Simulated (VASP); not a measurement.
# TiHg (P4/mmm) in VASP: further runs

TiHg is run at these levels: LDA; tasks: electric field gradients.

Everything below comes from runs of VASP 6.6.1. Logs are shortened: lines on timing, memory, paths and dates and some standing lists are left out, and cuts for length are marked.

## Step 1: The cell of the first run

The structure is tetragonal, space group P4/mmm (No. 123). The conventional cell has a = 3.049 Å, b = 3.049 Å, c = 4.094 Å, α = 90.00°, β = 90.00°, γ = 90.00°. Ti (site symmetry 4/mmm) has 8 Hg at 2.97 Å and 4 Ti at 3.05 Å within 3.9 Å. Hg (site symmetry 4/mmm) has 8 Ti at 2.97 Å and 4 Hg at 3.05 Å within 3.9 Å.

## Step 2: Electric field gradients, LDA (19.03 Å³/atom)

Input file INCAR:

```
SYSTEM = TiHg
PREC = Accurate
ENCUT = 520
EDIFF = 1E-8
ISMEAR = -1
SIGMA = 0.08
LREAL = .False.
LASPH = .True.
NELM = 100
ALGO = Normal
ISIF = 2
LWAVE = .False.
LCHARG = .False.
GGA = CA
LEFG = .True.
NBANDS = 19
```

Input file KPOINTS:

```
Automatic mesh
0
Gamma
  14 14 10
  0 0 0
```

Input file POSCAR:

```
TiHg
1.0
    3.0485966461      0.0000000000      0.0000000000
    0.0000000000      3.0485966461      0.0000000000
    0.0000000000      0.0000000000      4.0941771508
Ti Hg
1 1
Direct
    0.5000000000      0.5000000000      0.5000000000
    0.0000000000      0.0000000000      0.0000000000
```

Potentials or basis: VASP PAW LDA potentials, release 64 (Ti_sv, Hg).

Command:

```console
cat potpaw_LDA.64/Ti_sv/POTCAR potpaw_LDA.64/Hg/POTCAR > POTCAR
mpirun -np 1 vasp_std > vasp.out
```

OUTCAR:

```text
SYSTEM = TiHg
   PREC = Accurate
   ENCUT = 520
   EDIFF = 1E-8
   ISMEAR = -1
   LREAL = .False.
   LASPH = .True.
   NELM = 100
   ISIF = 2
   GGA = CA

 ion  position               nearest neighbor table
   1  0.500  0.500  0.500-   2 2.97   2 2.97   2 2.97   2 2.97   2 2.97   2 2.97   2 2.97   2 2.97

   2  0.000  0.000  0.000-   1 2.97   1 2.97   1 2.97   1 2.97   1 2.97   1 2.97   1 2.97   1 2.97

  LATTYP: Found a simple tetragonal cell.
 ALAT       =     3.0485966461
 C/A-ratio  =     1.3429710867

  Lattice vectors:

 A1 = (   3.0485966461,   0.0000000000,   0.0000000000)
 A2 = (   0.0000000000,   3.0485966461,   0.0000000000)
 A3 = (   0.0000000000,   0.0000000000,   4.0941771508)

Analysis of symmetry for initial positions (statically):
=====================================================================
 Subroutine PRICEL returns:
 Original cell was already a primitive cell.

 Routine SETGRP: Setting up the symmetry group for a
 simple tetragonal supercell.

 Subroutine GETGRP returns: Found 16 space group operations
 (whereof 16 operations were pure point group operations)
 out of a pool of 16 trial point group operations.

The static configuration has the point symmetry D_4h.

Analysis of symmetry for dynamics (positions and initial velocities):
=====================================================================
 Subroutine PRICEL returns:
 Original cell was already a primitive cell.

 Routine SETGRP: Setting up the symmetry group for a
 simple tetragonal supercell.

 Subroutine GETGRP returns: Found 16 space group operations
 (whereof 16 operations were pure point group operations)
 out of a pool of 16 trial point group operations.

The dynamic configuration has the point symmetry D_4h.

 Subroutine INISYM returns: Found 16 space group operations
 (whereof 16 operations are pure point group operations),
 and found     1 'primitive' translations

----------------------------------------------------------------------------------------

                                     Primitive cell

  volume of cell :      38.0510

  direct lattice vectors                    reciprocal lattice vectors
     3.048596646  0.000000000  0.000000000     0.328019780  0.000000000  0.000000000
     0.000000000  3.048596646  0.000000000     0.000000000  0.328019780  0.000000000
     0.000000000  0.000000000  4.094177151     0.000000000  0.000000000  0.244249324

  length of vectors
     3.048596646  3.048596646  4.094177151     0.328019780  0.328019780  0.244249324

  position of ions in fractional coordinates (direct lattice)
     0.500000000  0.500000000  0.500000000
     0.000000000  0.000000000  0.000000000

  ion indices of the primitive-cell ions
   primitive index   ion index
                 1           1
                 2           2

----------------------------------------------------------------------------------------

 KPOINTS: Automatic mesh

Automatic generation of k-mesh.
 Grid dimensions read from file:
 generate k-points for:   14   14   10

 Generating k-lattice:

  Cartesian coordinates                     Fractional coordinates (reciprocal lattice)
     0.023429984  0.000000000  0.000000000     0.071428571  0.000000000  0.000000000
     0.000000000  0.023429984  0.000000000     0.000000000  0.071428571  0.000000000
     0.000000000  0.000000000  0.024424932     0.000000000  0.000000000  0.100000000

  Length of vectors
     0.023429984  0.023429984  0.024424932

  Shift w.r.t. Gamma in fractional coordinates (k-lattice)
     0.000000000  0.000000000  0.000000000

 Subroutine IBZKPT returns following result:
 ===========================================

 Found    216 irreducible k-points:

 Following reciprocal coordinates:
            Coordinates               Weight
  0.000000  0.000000  0.000000      1.000000
  0.071429  0.000000  0.000000      4.000000
  0.142857  0.000000  0.000000      4.000000
  0.214286  0.000000  0.000000      4.000000
  0.285714  0.000000  0.000000      4.000000
  0.357143  0.000000  0.000000      4.000000
[... 16 lines left out ...]
  0.285714  0.214286  0.000000      8.000000
  0.357143  0.214286  0.000000      8.000000
 [... further k-points ...]
   k-points           NKPTS =    216   k-points in BZ     NKDIM =    216   number of bands    NBANDS=     19
   number of dos      NEDOS =    301   number of ions     NIONS =      2
   total plane-waves  NPLWV =  17280
   dimension x,y,z NGX =    24 NGY =   24 NGZ =   30
   dimension x,y,z NGXF=    48 NGYF=   48 NGZF=   60
   ions per type =               1   1
   NGX,Y,Z   is equivalent  to a cutoff of  13.09, 13.09, 12.18 a.u.
   NGXF,Y,Z  is equivalent  to a cutoff of  26.18, 26.18, 24.36 a.u.
 SYSTEM =  TiHg
   PREC   = accura    normal or accurate (medium, high low for compatibility)
   ISTART =      0    job   : 0-new  1-cont  2-samecut
   ICHARG =      2    charge: 1-file 2-atom 10-const
   ISPIN  =      1    spin polarized calculation?
   LNONCOLLINEAR =      F non collinear calculations
   LSORBIT =      F    spin-orbit coupling
   LASPH  =      T    aspherical Exc in radial PAW
   ENCUT  =  520.0 eV  38.22 Ry    6.18 a.u.   5.67  5.67  7.61*2*pi/ulx,y,z
   NELM   =    100;   NELMIN=  2; NELMDL= -5     # of ELM steps
   EDIFF  = 0.1E-07   stopping-criterion for ELM
   LREAL  =      F    real-space projection
   EDIFFG = 0.1E-06   stopping-criterion for IOM
   NSW    =      0    number of steps for IOM
   IBRION =     -1    ionic relax: 0-MD 1-quasi-New 2-CG
   NFREE  =      0    steps in history (QN), initial steepest desc. (CG)
   ISIF   =      2    stress and relaxation
   ISYM   =      2    0-nonsym 1-usesym 2-fastsym
   POTIM  = 0.5000    time-step for ionic-motion
   TEBEG  =    0.0;   TEEND  =   0.0 temperature during run
   PSTRESS=    0.0 pullay stress
   NELECT =      24.0000    total number of electrons
   NUPDOWN=      -1.0000    fix difference up-down
   EMIN   =  10.00;   EMAX   =-10.00  energy-range for DOS
   EFERMI =   0.00;   METHOD = LEGACY
   ISMEAR =    -1;   SIGMA  =   0.08  broadening in eV -4-tet -1-fermi 0-gaus
   EFERMI_NEDOS =   21; number of points for ismear=-14 and -15
   IALGO  =     38    algorithm
   IMIX   =      4    mixing-type and parameters
     AMIX     =   0.40;   BMIX     =  1.00
     AMIX_MAG =   1.60;   BMIX_MAG =  1.00
  volume/ion in A,a.u.               =      19.03       128.39
  Fermi-wavevector in a.u.,A,eV,Ry     =   1.403965  2.653110 26.818698  1.971119
  Thomas-Fermi vector in A             =   2.526574
   LORBIT       =      0    0 simple, 1 ext, 2 COOP (PROOUT), +10 PAW based schemes
   GGA     = CA    functional components
   LHFCALC =     F    Hartree Fock is set to
   AEXX    =    0.0000 exact exchange contribution
   IVDW    =     0    specifies the selected vdW correction
   LEPSILON=     F    determine dielectric tensor
   LRPA    =     F    only Hartree local field effects (RPA)
 non-spin polarized calculation
  energy-cutoff  :      520.00
  volume of cell :       38.05
 maximum number of plane-waves:      1046
 NGX is ok and might be reduce to    24
   NGX = 11   NGY = 11   NGZ = 15

 number of electron      24.0000012 magnetization

 Free energy of the ion-electron system (eV)
  ---------------------------------------------------
  ext. energy  EPLUGINS =         0.00000000
  ---------------------------------------------------
  free energy    TOTEN  =        -9.76448867 eV

  energy without entropy =       -9.70510317  energy(sigma->0) =       -9.73479592

 E-fermi :   5.8347     XC(G=0): -11.8682

 val. band max:        5.8335223451   @ k =   0.5000   0.1429   0.0000
 cond. band min:       5.8372767572   @ k =   0.2857   0.0714   0.5000
 fundamental gap:      0.0037544122
 Fermi energy:         5.8346919743

 k-point     1 :       0.0000    0.0000    0.0000
  band No.  band energies     occupation
      1     -50.6137      2.00000
      2     -27.3766      2.00000
      3     -27.0588      2.00000
      4     -27.0588      2.00000
      5      -3.2813      2.00000
      6      -2.5260      2.00000
[... 11 lines left out ...]
     18      14.2654      0.00000
     19      14.2654      0.00000

 k-point     2 :       0.0714    0.0000    0.0000
  band No.  band energies     occupation
      1     -50.6125      2.00000
      2     -27.3755      2.00000
      3     -27.0707      2.00000
      4     -27.0578      2.00000
      5      -3.1803      2.00000
      6      -2.4807      2.00000
[... 476 lines left out ...]
 k-point    24 :       0.3571    0.2143    0.0000
  band No.  band energies     occupation
      1     -50.5848      2.00000
      2     -27.3480      2.00000
      3     -27.2398      2.00000
      4     -27.1316      2.00000
      5      -1.8107      2.00000
      6      -1.7682      2.00000
[... 11 lines left out ...]
     18      12.7844      0.00000
     19      14.5872      0.00000

 [... further k-points ...]
[... 5 lines left out ...]
  --------------------------------------------------------------------------------------
  -------------------------------------------------------------------------------------
  Total       -2.2947615     -2.2947615     -2.2102152      0.0000000      0.0000000      0.0000000
  in kB      -96.6232342    -96.6232342    -93.0633264      0.0000000      0.0000000      0.0000000
  external PRESSURE =     -95.4365983 kB  Pullay stress =       0.0000000 kB

 VOLUME and BASIS-vectors are now :
 -----------------------------------------------------------------------------
  energy-cutoff  :      520.00
  volume of cell :       38.05
      direct lattice vectors                 reciprocal lattice vectors
     3.048596646  0.000000000  0.000000000     0.328019780  0.000000000  0.000000000
     0.000000000  3.048596646  0.000000000     0.000000000  0.328019780  0.000000000
     0.000000000  0.000000000  4.094177151     0.000000000  0.000000000  0.244249324

 POSITION                                       TOTAL-FORCE (eV/Angst)
 -----------------------------------------------------------------------------------
      1.52430      1.52430      2.04709         0.000000      0.000000      0.000000
      0.00000      0.00000      0.00000         0.000000      0.000000      0.000000
 -----------------------------------------------------------------------------------
    total drift:                                0.000000      0.000000     -0.000000

  FREE ENERGIE OF THE ION-ELECTRON SYSTEM (eV)
  ---------------------------------------------------
  free  energy   TOTEN  =        -9.7644886667 eV

  energy  without entropy=       -9.7051031747  energy(sigma->0) =       -9.73479592

 Electric field gradients (V/A^2)
---------------------------------------------------------------------
 ion       V_xx      V_yy      V_zz      V_xy      V_xz      V_yz
---------------------------------------------------------------------
   1     -12.653   -12.653    25.306    -0.000    -0.000     0.000
   2      99.160    99.160  -198.319     0.000     0.000     0.000
---------------------------------------------------------------------

 Electric field gradients after diagonalization (V/A^2)
 (convention: |V_zz| > |V_xx| > |V_yy|)
----------------------------------------------------------------------
 ion       V_xx      V_yy      V_zz     asymmetry (V_yy - V_xx)/ V_zz
----------------------------------------------------------------------
   1     -12.653   -12.653    25.306       0.000
   2      99.160    99.160  -198.319       0.000
----------------------------------------------------------------------

           NMR quadrupolar parameters

 Cq : quadrupolar parameter    Cq=e*Q*V_zz/h
 eta: asymmetry parameters     (V_yy - V_xx)/ V_zz
 Q  : nuclear electric quadrupole moment in mb (millibarn)
----------------------------------------------------------------------
 ion       Cq(MHz)       eta       Q (mb)
----------------------------------------------------------------------
   1       0.061       0.000       1.000
   2      -0.480       0.000       1.000
----------------------------------------------------------------------
```

It took 66 s on 1 thread of Intel Xeon Platinum 8559C (Emerald Rapids), shared host; peak memory 0.26 GiB.

What came out:

```
Free energy                             : -9.7645 eV
Pressure                                : -9.5 GPa
Band gap on the k mesh                  : zero (bands 12 and 13 overlap by 1.03 eV)
Largest electric field gradient by atom : Ti +25.3; Hg -198.3 V/Å²
```

Levels at points of the mesh, in eV from the Fermi level:
```
           k point  band 10  band 11  band 12  band 13  band 14  band 15
(0.00, 0.00, 0.00)    -6.47    -0.43    -0.32     1.23     1.82     1.82
(0.50, 0.00, 0.00)    -3.62    -3.54    -0.99    -0.39     1.09     1.65
(0.50, 0.50, 0.00)    -2.16     0.31     0.31     1.09     1.09     1.27
(0.00, 0.00, 0.50)    -6.34    -4.52    -0.68     0.70     1.14     1.14
(0.50, 0.00, 0.50)    -3.62    -1.60    -0.71    -0.27     1.52     1.82
(0.50, 0.50, 0.50)    -1.95    -1.60    -1.60     1.01     1.51     3.02
```

Electric field gradients, principal values (V/Å²):
```tsv
atom	least	middle	greatest (by size)
1 Ti	-12.653	-12.653	25.306
2 Hg	99.160	99.160	-198.319
```

Caveat: the cell stands under tension; without QUAD_EFG the Cq values of the log hold for a quadrupole moment of 1 mb, not for the nuclei; spin-orbit coupling is left out, which moves the levels of the heavy elements.

(Part 1 of 3 ends here.)
